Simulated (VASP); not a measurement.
The system is MgSe.

```
CELL_PARAMETERS angstrom
0.00000 2.73627 2.73627
2.73627 0.00000 2.73627
2.73627 2.73627 0.00000
ATOMIC_POSITIONS crystal
Mg 0.00000 0.00000 0.00000
Se 0.50000 0.50000 0.50000
```

Base run:

```yaml
Program: VASP 6.6.1
Functional: PBE
Potentials_or_basis: VASP PAW PBE potentials, release 64 (Mg, Se)
Cutoff: 600 eV
k_mesh: 8 × 8 × 8
Occupations: fermi-dirac, width 0.02 eV
Spin: no spin polarisation
```

Its results: band gap on the k mesh 1.78 eV, indirect (least direct gap 2.52 eV); pressure 1.1 GPa.

Problem. The run is repeated on the same cell with these changes: functional from PBE to r2SCAN; cutoff from 600 eV to 660 eV; occupations from fermi-dirac, width 0.02 eV to gaussian, width 0.01 eV. What comes out?

Solution. Band gap on the k mesh 2.44 eV, indirect (least direct gap 3.41 eV); pressure -0.3 GPa.

Caveats: the PAW data sets were made with another functional, which shifts forces and pressure a little (some runs).

A k mesh can miss the band edges.
